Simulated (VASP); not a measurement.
HfB2, 3 atoms in the cell. Symmetry: P6/mmm, No. 191, hexagonal system. The conventional cell has a = 3.140 Å, b = 3.140 Å, c = 3.480 Å, α = 90.00°, β = 90.00°, γ = 120.00°. Within 3.3 Å of Hf (site symmetry 6/mmm) lie 12 B at 2.51 Å and 6 Hf at 3.14 Å. Within 2.4 Å of B (site symmetry -6m2) lie 3 B at 1.81 Å. 

- Program: VASP 6.6.1
- Task: single point
- Functional: PBE
- Potentials or basis: VASP PAW PBE potentials, release 64 (Hf_pv, B)
- Cutoff: 520 eV
- k mesh: 10 × 10 × 8
- Occupations: gaussian, width 0.026 eV
- Spin: no spin polarisation
- Dipole correction: no
- Further INCAR settings: ALGO = Normal; EDIFF = 1e-06; NBANDS = 15

Potentials or basis: VASP PAW PBE potentials, release 64 (Hf_pv, B).

Launch:

```sh
$ cat potpaw_PBE.64/Hf_pv/POTCAR potpaw_PBE.64/B/POTCAR > POTCAR
$ mpirun -np 1 vasp_std > vasp.out
```

Hardware: 1 thread of Intel Xeon 8259CL, on a shared host.

How long does it take, and how much memory?

Run time: 35 s on 1 thread of Intel Xeon 8259CL, with other jobs on the host, peak memory 0.16 GiB. Counts: scf iterations 13, k points 70.
